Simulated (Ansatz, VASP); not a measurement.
# One calculation of InSb, two programs

File INCAR:

```
PREC = Accurate ; ENCUT = 520
EDIFF = 1E-6 ; ISMEAR = -1
SIGMA = 0.08 ; LREAL = F
LASPH = T ; NELM = 60
ALGO = Normal ; ISIF = 2
LWAVE = F ; LCHARG = T
GGA = PE ; LELF = T
LVHAR = T ; NBANDS = 16
```

The input KPOINTS:

```
regular mesh
0
Gamma
  11 11 11
```

File POSCAR:

```
InSb
1.0
    3.4114865410      0.0000000000      0.0000000000
    0.0000000000      3.4114865410      0.0000000000
    0.0000000000      0.0000000000      3.4114865410
In Sb
1 1
Direct
    0.0000000000      0.0000000000      0.0000000000
    0.5000000000      0.5000000000      0.5000000000
```

Input for Ansatz:

```yaml
crystal:
  lattice:
    - [3.411486541, 0.0, 0.0]
    - [0.0, 3.411486541, 0.0]
    - [0.0, 0.0, 3.411486541]
  atoms:
    - { symbol: In, position: [0.0, 0.0, 0.0] }
    - { symbol: Sb, position: [0.5, 0.5, 0.5] }
kpoints:
  mp_grid: { grid: [11, 11, 11] }
scf:
  occupations: { method: fermi_dirac, width: 0.08 }
hamiltonian:
  xc: pbe
  pseudopotentials: { kind: all_electron, lapw: { basis_error: 0.001 } }
output:
  forces: true
  stress: true
  eigenvalues: true
  populations: true
```

Change from the starting cell: volume scaled by 0.72, LAPW.

Alike in both runs: task single point; functional PBE; k mesh 11 × 11 × 11; occupations fermi-dirac, width 0.08 eV; no spin polarisation.

|  | VASP | Ansatz |
| --- | --- | --- |
| version | VASP 6.6.1 | Ansatz 0.2.0 |
| potentials or method | VASP PAW PBE potentials, release 64 (In_d, Sb), cutoff 520 eV | all-electron LAPW, scalar-relativistic |

|  | VASP | Ansatz | Ansatz less VASP |
| --- | --- | --- | --- |
| pressure (GPa) | 33.2 | 33.2 | -0.01 |

Both programs put the cell under a high pressure, so it lies far from rest at this level. Ansatz ran all-electron here, and VASP with PAW potentials.

Spin-orbit coupling is off throughout.
